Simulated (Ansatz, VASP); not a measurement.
# One calculation of MoS2, two programs

File INCAR:

```
SYSTEM = MoS2
  ALGO = Normal
  EDIFF = 1E-7
  ENCUT = 520
  GGA = RP
  ISIF = 2
  ISMEAR = -1
  IVDW = 12
  LASPH = .True.
  LCHARG = .True.
  LELF = .True.
  LREAL = .False.
  LVHAR = .True.
  LWAVE = .False.
  NBANDS = 35
  NELM = 80
  PREC = Accurate
  SIGMA = 0.05
```

File KPOINTS:

```
k-points
0
Gamma
  10 10 2
  0 0 0
```

File POSCAR:

```
MoS2
1.0
    3.1195325729      0.0000000000      0.0000000000
   -1.5597662865      2.7015944561      0.0000000000
    0.0000000000      0.0000000000     21.2281547802
Mo S
2 4
Direct
    0.3333333333      0.6666666667      0.8511602300
    0.6666666667      0.3333333333      0.1488397700
    0.6666666667      0.3333333333      0.7796253900
    0.3333333333      0.6666666667      0.0772510000
    0.6666666667      0.3333333333      0.9227490000
    0.3333333333      0.6666666667      0.2203746100
```

File input.yaml:

```yaml
crystal:
  lattice:
    - [3.1195325729, 0.0, 0.0]
    - [-1.5597662865, 2.7015944561, 0.0]
    - [0.0, 0.0, 21.2281547802]
  atoms:
    - { symbol: Mo, position: [0.3333333333, 0.6666666667, 0.85116023] }
    - { symbol: Mo, position: [0.6666666667, 0.3333333333, 0.14883977] }
    - { symbol: S, position: [0.6666666667, 0.3333333333, 0.77962539] }
    - { symbol: S, position: [0.3333333333, 0.6666666667, 0.077251] }
    - { symbol: S, position: [0.6666666667, 0.3333333333, 0.922749] }
    - { symbol: S, position: [0.3333333333, 0.6666666667, 0.22037461] }
hamiltonian:
  xc: rpbe
  pseudopotentials: { kind: paw }
  dispersion: d3bj
kpoints:
  mp_grid: { grid: [10, 10, 2] }
scf:
  occupations: { method: fermi_dirac, width: 0.05 }
output:
  forces: true
  stress: true
  eigenvalues: true
```

Alike in both runs: task single point; functional RPBE; dispersion D3(BJ); k mesh 10 × 10 × 2; occupations fermi-dirac, width 0.05 eV; no spin polarisation.

|  | VASP | Ansatz |
| --- | --- | --- |
| version | VASP 6.6.1 | Ansatz 0.2.0 |
| potentials or method | VASP PAW PBE potentials, release 64 (Mo_sv, S) | Ansatz PAW |
| plane-wave cutoff (eV) | 520 | 420 |
| valence electrons in the cell | 52 | 52 |

Ansatz gave:

- gap on the k mesh at the Fermi level (eV): 1.49
- least direct gap on the mesh (eV): 2.06
- rms of the force components (eV/Å): 0.327

Q: Which values does VASP return?

A: gap on the k mesh at the Fermi level (eV): 1.51; least direct gap on the mesh (eV): 2.06; rms of the force components (eV/Å): 0.312.

VASP's potentials were made for PBE, not for RPBE. Atom by atom the forces differ by 0.015 eV/Å (rms over components).
